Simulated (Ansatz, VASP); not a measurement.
LiCl in VASP and in Ansatz

INCAR

```
SYSTEM = LiCl
  ALGO = Normal
  EDIFF = 1E-6
  ENCUT = 520
  GGA = PE
  ISIF = 2
  ISMEAR = 0
  LASPH = .TRUE.
  LCHARG = .FALSE.
  LREAL = .FALSE.
  LWAVE = .FALSE.
  NBANDS = 12
  NELM = 100
  PREC = Accurate
  SIGMA = 0.05
```

The input KPOINTS:

```
k-points
0
G
  8 8 8
  0 0 0
```

The input POSCAR:

```
LiCl
1.0
    0.0000000000      2.5647600000      2.5647600000
    2.5647600000      0.0000000000      2.5647600000
    2.5647600000      2.5647600000      0.0000000000
Li Cl
1 1
Direct
    0.0609218796     -0.0609218796      0.0609218796
    0.5000000000      0.5000000000      0.5000000000
```

Input for Ansatz:

```yaml
crystal:
  lattice:
    - [0.0, 2.56476, 2.56476]
    - [2.56476, 0.0, 2.56476]
    - [2.56476, 2.56476, 0.0]
  atoms:
    - { symbol: Li, position: [0.0609218796, -0.0609218796, 0.0609218796] }
    - { symbol: Cl, position: [0.5, 0.5, 0.5] }
basis:
  ecutwfc: 420
kpoints:
  mp_grid: { grid: [8, 8, 8] }
hamiltonian:
  xc: pbe
scf:
  occupations: { method: gaussian, width: 0.05 }
output:
  forces: true
  stress: true
  eigenvalues: true
```

Change from the starting cell: all Li atoms moved +0.312 Å, as atom 1 along Cartesian [0 1 0].

Alike in both runs: task single point; functional PBE; k mesh 8 × 8 × 8; occupations gaussian, width 0.05 eV; no spin polarisation.

```csv
,VASP,Ansatz
version,VASP 6.6.1,Ansatz 0.2.0
potentials or method,"VASP PAW PBE potentials, release 64 (Li_sv, Cl), cutoff 520 eV","scalar-relativistic, plane waves, PAW"
valence electrons in the cell,10,10
```

Ansatz gave:

```
gap on the k mesh at the Fermi level (eV) : 6.27
least direct gap on the mesh (eV)         : 6.27
rms of the force components (eV/Å)        : 0.241
```

Task: What did VASP give for the same quantities?

Result: gap on the k mesh at the Fermi level (eV): 6.29; least direct gap on the mesh (eV): 6.29; rms of the force components (eV/Å): 0.244.

Atom by atom the forces differ by 0.002 eV/Å (rms over components). The functional is the same, so the differences come from potentials, cutoffs and numerics.

Noted on VASP's run: the cutoff is under 1.25 times that of the potentials, so the pressure is a little rough.
